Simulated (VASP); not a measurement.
Here is a VASP 6.6.1 calculation.

File INCAR:

```
PREC     = Accurate       # precision mode
ENCUT    = 520            # plane-wave cutoff, eV
EDIFF    = 1E-6           # SCF threshold, eV
ISMEAR   = 0              # smearing method
SIGMA    = 0.1            # smearing width, eV
LREAL    = False          # projectors in reciprocal space
LASPH    = True           # aspherical terms in the spheres
NELM     = 100            # most SCF steps
ALGO     = Normal         # electronic algorithm
ISIF     = 2              # what is computed and relaxed
LWAVE    = False          # write WAVECAR
LCHARG   = True           # write CHGCAR
GGA      = PE             # functional
LELF     = True           # ELF
LVHAR    = True         
NBANDS   = 47             # bands
```

Contents of KPOINTS:

```
regular mesh
0
Gamma
  3 3 6
```

Contents of POSCAR:

```
Sc3C
1.0
    8.4687479600      0.0000000000      0.0000000000
   -4.2343739800      7.3341508716      0.0000000000
    0.0000000000      0.0000000000      3.0289831339
Sc C
6 2
Direct
    0.7820112487      0.5640224974      0.2500000000
    0.2179887513      0.7820112487      0.7500000000
    0.4359775026      0.2179887513      0.2500000000
    0.2179887513      0.4359775026      0.7500000000
    0.7820112487      0.2179887513      0.2500000000
    0.5640224974      0.7820112487      0.7500000000
    0.3333333333      0.6666666667      0.2500000000
    0.6666666667      0.3333333333      0.7500000000
```

Potentials or basis: VASP PAW PBE potentials, release 64 (Sc_sv, C).

Launch:

```console
$ cat potpaw_PBE.64/Sc_sv/POTCAR potpaw_PBE.64/C/POTCAR > POTCAR
$ mpirun -np 1 vasp_std > vasp.out
```

Task: What does it give for the pressure?

Result: 0.1 GPa.

Task: What does it give for the band gap on the k mesh?

Result: Zero (bands 37 and 38 overlap by 0.53 eV).

Stress tensor (GPa, compression positive):
```
-0.14  0.00  0.00
 0.00 -0.14  0.00
 0.00  0.00  0.52
```
